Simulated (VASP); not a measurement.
# RbOs (P-6m2) in VASP: single point with PBE

Aim: the single point of RbOs with PBE.

All numbers are computed with VASP 6.6.1; they aren't measurements. Logs are shortened: lines on timing, memory, paths and dates and some standing lists are left out, and cuts for length are marked.

**1. The cell of the first run**

It takes space group P-6m2 (No. 187, hexagonal). The conventional cell has a = 4.449 Å, b = 4.449 Å, c = 5.990 Å, α = 90.00°, β = 90.00°, γ = 120.00°. Within 5.2 Å of Rb (site symmetry -6m2) lie 6 Os at 3.95 Å and 6 Rb at 4.45 Å. Os (site symmetry -6m2) has 6 Rb at 3.95 Å and 6 Os at 4.45 Å within 5.2 Å.

The cell was built from a structure type or drawn by symmetry, and may not be a known phase.

**2. Single point, PBE**

Contents of INCAR:

```
SYSTEM = RbOs
PREC = Accurate
ENCUT = 520
EDIFF = 1E-6
ISMEAR = 0
SIGMA = 0.1
LREAL = .FALSE.
LASPH = .TRUE.
NELM = 60
ALGO = Normal
ISIF = 2
LWAVE = .FALSE.
LCHARG = .FALSE.
GGA = PE
NBANDS = 16
```

Contents of KPOINTS:

```
regular mesh
0
G
  6 6 4
  0 0 0
```

Contents of POSCAR:

```
RbOs
1.0
    4.4490254700      0.0000000000      0.0000000000
   -2.2245127400      3.8529690800      0.0000000000
    0.0000000000      0.0000000000      5.9904030400
Rb Os
1 1
Direct
    0.3333333300      0.6666666700      0.5000000000
    0.0000000000      0.0000000000      0.0000000000
```

Potentials or basis: VASP PAW PBE potentials, release 64 (Rb_sv, Os).

The run is started by

```sh
cat potpaw_PBE.64/Rb_sv/POTCAR potpaw_PBE.64/Os/POTCAR > POTCAR
mpirun -np 1 vasp_std > vasp.out
```

OUTCAR:

```text
SYSTEM = RbOs
   PREC = Accurate
   ENCUT = 520
   EDIFF = 1E-6
   ISMEAR = 0
   LREAL = .FALSE.
   LASPH = .TRUE.
   NELM = 60
   ISIF = 2
   GGA = PE

 ion  position               nearest neighbor table
   1  0.333  0.667  0.500-   2 3.95   2 3.95   2 3.95   2 3.95   2 3.95   2 3.95
   2  0.000  0.000  0.000-   1 3.95   1 3.95   1 3.95   1 3.95   1 3.95   1 3.95

  LATTYP: Found a hexagonal cell.
 ALAT       =     4.4490254700
 C/A-ratio  =     1.3464528536

  Lattice vectors:

 A1 = (   4.4490254700,   0.0000000000,   0.0000000000)
 A2 = (  -2.2245127400,   3.8529690800,   0.0000000000)
 A3 = (   0.0000000000,   0.0000000000,   5.9904030400)

Analysis of symmetry for initial positions (statically):
=====================================================================
 Subroutine PRICEL returns:
 Original cell was already a primitive cell.

 Routine SETGRP: Setting up the symmetry group for a
 hexagonal supercell.

 Subroutine GETGRP returns: Found 12 space group operations
 (whereof 12 operations were pure point group operations)
 out of a pool of 24 trial point group operations.

The static configuration has the point symmetry D_3h.

Analysis of symmetry for dynamics (positions and initial velocities):
=====================================================================
 Subroutine PRICEL returns:
 Original cell was already a primitive cell.

 Routine SETGRP: Setting up the symmetry group for a
 hexagonal supercell.

 Subroutine GETGRP returns: Found 12 space group operations
 (whereof 12 operations were pure point group operations)
 out of a pool of 24 trial point group operations.

The dynamic configuration has the point symmetry D_3h.

 Subroutine INISYM returns: Found 12 space group operations
 (whereof 12 operations are pure point group operations),
 and found     1 'primitive' translations

----------------------------------------------------------------------------------------

                                     Primitive cell

  volume of cell :     102.6872

  direct lattice vectors                    reciprocal lattice vectors
     4.449025470  0.000000000  0.000000000     0.224768324  0.129770053  0.000000000
    -2.224512740  3.852969080  0.000000000     0.000000000  0.259540105  0.000000000
     0.000000000  0.000000000  5.990403040     0.000000000  0.000000000  0.166933676

  length of vectors
     4.449025470  4.449025473  5.990403040     0.259540105  0.259540105  0.166933676

  position of ions in fractional coordinates (direct lattice)
     0.333333330  0.666666670  0.500000000
     0.000000000  0.000000000  0.000000000

  ion indices of the primitive-cell ions
   primitive index   ion index
                 1           1
                 2           2

----------------------------------------------------------------------------------------

 KPOINTS: regular mesh

Automatic generation of k-mesh.
 Grid dimensions read from file:
 generate k-points for:    6    6    4

 Generating k-lattice:

  Cartesian coordinates                     Fractional coordinates (reciprocal lattice)
     0.037461387  0.021628342  0.000000000     0.166666667  0.000000000  0.000000000
     0.000000000  0.043256684  0.000000000     0.000000000  0.166666667  0.000000000
     0.000000000  0.000000000  0.041733419     0.000000000  0.000000000  0.250000000

  Length of vectors
     0.043256684  0.043256684  0.041733419

  Shift w.r.t. Gamma in fractional coordinates (k-lattice)
     0.000000000  0.000000000  0.000000000

 Subroutine IBZKPT returns following result:
 ===========================================

 Found     21 irreducible k-points:

 Following reciprocal coordinates:
            Coordinates               Weight
  0.000000  0.000000  0.000000      1.000000
  0.166667  0.000000  0.000000      6.000000
  0.333333  0.000000  0.000000      6.000000
  0.500000  0.000000  0.000000      3.000000
  0.166667  0.166667  0.000000      6.000000
  0.333333  0.166667  0.000000     12.000000
[... 13 lines left out ...]
  0.333333  0.166667  0.500000     12.000000
  0.333333  0.333333  0.500000      2.000000
   k-points           NKPTS =     21   k-points in BZ     NKDIM =     21   number of bands    NBANDS=     16
   number of dos      NEDOS =    301   number of ions     NIONS =      2
   total plane-waves  NPLWV =  62208
   dimension x,y,z NGX =    36 NGY =   36 NGZ =   48
   dimension x,y,z NGXF=    72 NGYF=   72 NGZF=   96
   ions per type =               1   1
   NGX,Y,Z   is equivalent  to a cutoff of  13.45, 13.45, 13.32 a.u.
   NGXF,Y,Z  is equivalent  to a cutoff of  26.90, 26.90, 26.64 a.u.
 SYSTEM =  RbOs
   PREC   = accura    normal or accurate (medium, high low for compatibility)
   ISTART =      0    job   : 0-new  1-cont  2-samecut
   ICHARG =      2    charge: 1-file 2-atom 10-const
   ISPIN  =      1    spin polarized calculation?
   LNONCOLLINEAR =      F non collinear calculations
   LSORBIT =      F    spin-orbit coupling
   LASPH  =      T    aspherical Exc in radial PAW
   ENCUT  =  520.0 eV  38.22 Ry    6.18 a.u.   8.27  8.27 11.14*2*pi/ulx,y,z
   NELM   =     60;   NELMIN=  2; NELMDL= -5     # of ELM steps
   EDIFF  = 0.1E-05   stopping-criterion for ELM
   LREAL  =      F    real-space projection
   EDIFFG = 0.1E-04   stopping-criterion for IOM
   NSW    =      0    number of steps for IOM
   IBRION =     -1    ionic relax: 0-MD 1-quasi-New 2-CG
   NFREE  =      0    steps in history (QN), initial steepest desc. (CG)
   ISIF   =      2    stress and relaxation
   ISYM   =      2    0-nonsym 1-usesym 2-fastsym
   POTIM  = 0.5000    time-step for ionic-motion
   TEBEG  =    0.0;   TEEND  =   0.0 temperature during run
   PSTRESS=    0.0 pullay stress
   NELECT =      17.0000    total number of electrons
   NUPDOWN=      -1.0000    fix difference up-down
   EMIN   =  10.00;   EMAX   =-10.00  energy-range for DOS
   EFERMI =   0.00;   METHOD = LEGACY
   ISMEAR =     0;   SIGMA  =   0.10  broadening in eV -4-tet -1-fermi 0-gaus
   EFERMI_NEDOS =   21; number of points for ismear=-14 and -15
   IALGO  =     38    algorithm
   IMIX   =      4    mixing-type and parameters
     AMIX     =   0.40;   BMIX     =  1.00
     AMIX_MAG =   1.60;   BMIX_MAG =  1.00
  volume/ion in A,a.u.               =      51.34       346.48
  Fermi-wavevector in a.u.,A,eV,Ry     =   0.898916  1.698704 10.994181  0.808050
  Thomas-Fermi vector in A             =   2.021685
   LORBIT       =      0    0 simple, 1 ext, 2 COOP (PROOUT), +10 PAW based schemes
   GGA     = PE    functional components
   LHFCALC =     F    Hartree Fock is set to
   AEXX    =    0.0000 exact exchange contribution
   IVDW    =     0    specifies the selected vdW correction
   LEPSILON=     F    determine dielectric tensor
   LRPA    =     F    only Hartree local field effects (RPA)
 non-spin polarized calculation
 Gauss-broadening in eV      SIGMA  =   0.10
  energy-cutoff  :      520.00
  volume of cell :      102.69
 maximum number of plane-waves:      2788
 NGX is ok and might be reduce to    36
   NGX = 17   NGY = 17   NGZ = 23

 number of electron      17.0000001 magnetization

 Free energy of the ion-electron system (eV)
  ---------------------------------------------------
  ext. energy  EPLUGINS =         0.00000000
  ---------------------------------------------------
  free energy    TOTEN  =        -5.12465630 eV

  energy without entropy =       -5.03653230  energy(sigma->0) =       -5.08059430

 E-fermi :  -0.4585     XC(G=0):  -7.1164

 val. band max:       -0.4595603256   @ k =   0.1667   0.1667   0.2500
 cond. band min:      -0.4527123334   @ k =   0.3333   0.0000   0.2500
 fundamental gap:      0.0068479923
 Fermi energy:        -0.4585375455

 k-point     1 :       0.0000    0.0000    0.0000
  band No.  band energies     occupation
      1     -27.6542      2.00000
      2     -11.6903      2.00000
      3     -11.6903      2.00000
      4     -11.6549      2.00000
      5      -3.0979      2.00000
      6      -0.9098      2.00000
[... 8 lines left out ...]
     15       7.1297      0.00000
     16       7.1316      0.00000

 k-point     2 :       0.1667    0.0000    0.0000
  band No.  band energies     occupation
      1     -27.6505      2.00000
      2     -11.7536      2.00000
      3     -11.7043      2.00000
      4     -11.6455      2.00000
      5      -2.7809      2.00000
      6      -0.8329      2.00000
[... 8 lines left out ...]
     15       6.3940      0.00000
     16       7.0504      0.00000

 k-point     3 :       0.3333    0.0000    0.0000
  band No.  band energies     occupation
      1     -27.6432      2.00000
      2     -11.8755      2.00000
      3     -11.7321      2.00000
      4     -11.6265      2.00000
      5      -1.9851      2.00000
      6      -0.8632      2.00000
[... 8 lines left out ...]
     15       5.5334      0.00000
     16       6.9121      0.00000

 k-point     4 :       0.5000    0.0000    0.0000
  band No.  band energies     occupation
      1     -27.6396      2.00000
      2     -11.9345      2.00000
      3     -11.7458      2.00000
      4     -11.6170      2.00000
      5      -1.5203      2.00000
      6      -0.8270      2.00000
[... 8 lines left out ...]
     15       5.7246      0.00000
     16       6.8646      0.00000
[... 267 lines left out ...]
 k-point    19 :       0.1667    0.1667    0.5000
  band No.  band energies     occupation
      1     -27.6450      2.00000
      2     -11.8311      2.00000
      3     -11.7373      2.00000
      4     -11.6439      2.00000
      5      -1.8344      2.00000
      6      -0.7975      2.00000
[... 8 lines left out ...]
     15       5.6418      0.00000
     16       6.6666      0.00000

 k-point    20 :       0.3333    0.1667    0.5000
  band No.  band energies     occupation
      1     -27.6395      2.00000
      2     -11.8999      2.00000
      3     -11.7783      2.00000
      4     -11.6249      2.00000
      5      -1.3263      2.00000
      6      -0.8132      2.00000
[... 8 lines left out ...]
     15       6.0843      0.00000
     16       7.2512      0.00000

 k-point    21 :       0.3333    0.3333    0.5000
  band No.  band energies     occupation
      1     -27.6377      2.00000
      2     -11.8596      2.00000
      3     -11.8561      2.00000
      4     -11.6187      2.00000
      5      -0.9462      2.00000
      6      -0.7115      1.99965
[... 8 lines left out ...]
     15       5.8208      0.00000
     16       7.1583      0.00000

------------------------ aborting loop because EDIFF is reached ----------------------------------------

  FORCE on cell =-STRESS in cart. coord.  units (eV):
  Direction    XX          YY          ZZ          XY          YZ          ZX
  --------------------------------------------------------------------------------------
  -------------------------------------------------------------------------------------
  Total       -2.8088630     -2.8088630     -2.3785156      0.0000000      0.0000000     -0.0000000
  in kB      -43.8252784    -43.8252784    -37.1107842      0.0000001      0.0000000     -0.0000000
  external PRESSURE =     -41.5871137 kB  Pullay stress =       0.0000000 kB

 VOLUME and BASIS-vectors are now :
 -----------------------------------------------------------------------------
  energy-cutoff  :      520.00
  volume of cell :      102.69
      direct lattice vectors                 reciprocal lattice vectors
     4.449025470  0.000000000  0.000000000     0.224768324  0.129770053  0.000000000
    -2.224512740  3.852969080  0.000000000     0.000000000  0.259540105  0.000000000
     0.000000000  0.000000000  5.990403040     0.000000000  0.000000000  0.166933676

 POSITION                                       TOTAL-FORCE (eV/Angst)
 -----------------------------------------------------------------------------------
     -0.00000      2.56865      2.99520        -0.000000      0.000000      0.000000
      0.00000      0.00000      0.00000         0.000000      0.000000      0.000000
 -----------------------------------------------------------------------------------
    total drift:                                0.000015     -0.000008     -0.000000

  FREE ENERGIE OF THE ION-ELECTRON SYSTEM (eV)
  ---------------------------------------------------
  free  energy   TOTEN  =        -5.1246563030 eV

  energy  without entropy=       -5.0365322997  energy(sigma->0) =       -5.08059430
```

It took 51 s on 1 thread of Intel Xeon 8259CL, shared host; peak memory 0.25 GiB.

What came out:

```yaml
Free_energy: -5.1247 eV
Pressure: -4.2 GPa
Band_gap_on_the_k_mesh: zero (an odd number of electrons rules out a gap without spin polarisation)
```

Caveat: the cell stands under tension; spin-orbit coupling is left out, which moves the levels of the heavy elements.
